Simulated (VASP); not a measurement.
# CdTe5: single point with PBE

Crystal: CdTe5.

```
CELL_PARAMETERS angstrom
6.97493 0.00000 0.00000
-3.48746 6.04046 0.00000
0.00000 0.00000 4.91084
ATOMIC_POSITIONS crystal
Cd 0.00000 0.00000 0.00000
Te 0.00000 0.50000 0.50000
Te 0.50000 0.50000 0.50000
Te 0.33333 0.66667 0.00000
Te 0.50000 0.00000 0.50000
Te 0.66667 0.33333 0.00000
```

```
Program                : VASP 6.6.1
Task                   : single point
Functional             : PBE
Potentials or basis    : VASP PAW PBE potentials, release 64 (Cd, Te)
Cutoff                 : 520 eV
k mesh                 : 6 × 6 × 8
Occupations            : gaussian, width 0.1 eV
Spin                   : no spin polarisation
Dipole correction      : no
Further INCAR settings : ALGO = Normal; EDIFF = 1e-06; NBANDS = 30
```

```json
{
  "Pressure": "0.0 GPa",
  "Band gap on the k mesh": "zero (band 21 reaches 5.48 eV, above the bottom of band 22 at 4.05 eV)"
}
```

Stress tensor (GPa, compression positive):
```
-0.02  0.00  0.00
 0.00 -0.02  0.00
 0.00  0.00 -0.10
```

Levels at points of the mesh, in eV from the Fermi level:
| k point | band 19 | band 20 | band 21 | band 22 | band 23 | band 24 |
| --- | --- | --- | --- | --- | --- | --- |
| (0.00, 0.00, 0.00) | -1.64 | -1.62 | -0.33 | -0.33 | 0.68 | 1.53 |
| (0.50, 0.00, 0.00) | -1.11 | -0.84 | 0.11 | 0.19 | 0.45 | 0.63 |
| (0.00, 0.00, 0.50) | -0.52 | 0.12 | 0.80 | 0.98 | 0.98 | 2.15 |
| (0.50, 0.00, 0.50) | -1.02 | -0.84 | 0.94 | 1.07 | 1.36 | 1.73 |

It took 2.4 min on 1 thread of Intel(R) Xeon(R) Platinum 8375C CPU @ 2.90GHz (Ice Lake), on a shared host, peak memory 0.44 GiB.

Caveat: spin-orbit coupling is left out, which moves the levels of the heavy elements.
